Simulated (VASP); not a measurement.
Crystal: TlBr.

```
CELL_PARAMETERS angstrom
3.94619 0.00000 0.00000
0.00000 3.94619 0.00000
0.00000 0.00000 3.94619
ATOMIC_POSITIONS crystal
Tl 0.00000 0.00000 0.00000
Br 0.50000 0.50000 0.50000
```

Program: VASP 6.6.1. Alike in all runs: task single point; potentials or basis VASP PAW PBE potentials, release 64 (Tl_d, Br); no spin polarisation; cell as given; k mesh 4 × 4 × 4; smearing gaussian 0.01 eV. Hardware: 1 thread of Intel(R) Xeon(R) Platinum 8375C CPU @ 2.90GHz (Ice Lake), with other jobs on the host.

Task: Order these runs on this cell by their wall time, lowest first.
A. level HSE06; cutoff (eV) 400; grid for exact exchange (PRECFOCK) Normal; screening parameter 0.2079 1/Å
B. level r2SCAN; cutoff (eV) 550
C. level PBE; cutoff (eV) 500

Result: C (7 s), B (24 s), A (280 s).
